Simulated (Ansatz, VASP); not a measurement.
**Zn: VASP beside Ansatz**

```
Zn
1.0
     2.61697    0.00000    0.00000
    -1.30849    2.26817    0.00000
     0.00000    0.00000   24.71677
Zn
5
Direct
  0.33935 0.67871 0.30344
  0.01153 0.02306 0.40120
  0.35088 0.70176 0.50000
  0.69023 0.38047 0.59880
  0.36241 0.72482 0.69656
```

Alike in both runs: task single point; functional PBE; k mesh 12 × 12 × 1; occupations fermi-dirac, width 0.05 eV; no spin polarisation.

|  | VASP | Ansatz |
| --- | --- | --- |
| version | VASP 6.6.1 | Ansatz 0.2.0 |
| potentials or method | VASP PAW PBE potentials, release 64 (Zn) | Ansatz PAW |
| plane-wave cutoff (eV) | 520 | 420 |
| valence electrons in the cell | 60 | 60 |

|  | VASP | Ansatz | Ansatz less VASP |
| --- | --- | --- | --- |
| gap on the k mesh at the Fermi level (eV) | none | none | - |
| rms of the force components (eV/Å) | 0.072 | 0.068 | -0.0037 |

Atom by atom the forces differ by 0.004 eV/Å (rms over components). A gap of «none» marks a metal or a gap that the smearing closes.
